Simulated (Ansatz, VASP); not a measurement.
**One calculation of Ag, two programs**

```
Ag
1.0
    -1.51747    1.51747    1.82097
     1.51747   -1.51747    1.82097
     1.51747    1.51747   -1.82097
Ag
1
Direct
  0.00000 0.00000 0.00000
```

Alike in both runs: task single point; functional PBEsol; k mesh 28 × 28 × 28; occupations gaussian, width 0.15 eV; no spin polarisation.

|  | VASP | Ansatz |
| --- | --- | --- |
| version | VASP 6.6.1 | Ansatz 0.2.0 |
| potentials or method | VASP PAW PBE potentials, release 64 (Ag), cutoff 520 eV | scalar-relativistic, plane waves, PAW |
| valence electrons in the cell | 11 | 19 |

|  | VASP | Ansatz | Ansatz less VASP |
| --- | --- | --- | --- |
| gap on the k mesh at the Fermi level (eV) | none | none | - |
| pressure (GPa) | -0.4 | -0.3 | +0.11 |
| traceless stress, the component that is largest in VASP (GPa) | 1.65 | 1.66 | +0.013 |

VASP's potentials were made for PBE, not for PBEsol. A gap of «none» marks a metal or a gap that the smearing closes. With one functional, cell and mesh, what is left measures potentials, basis and numerics. VASP's potentials hold 11 valence electrons a cell and Ansatz's 19, so a difference there can come from the potentials and not from the codes.
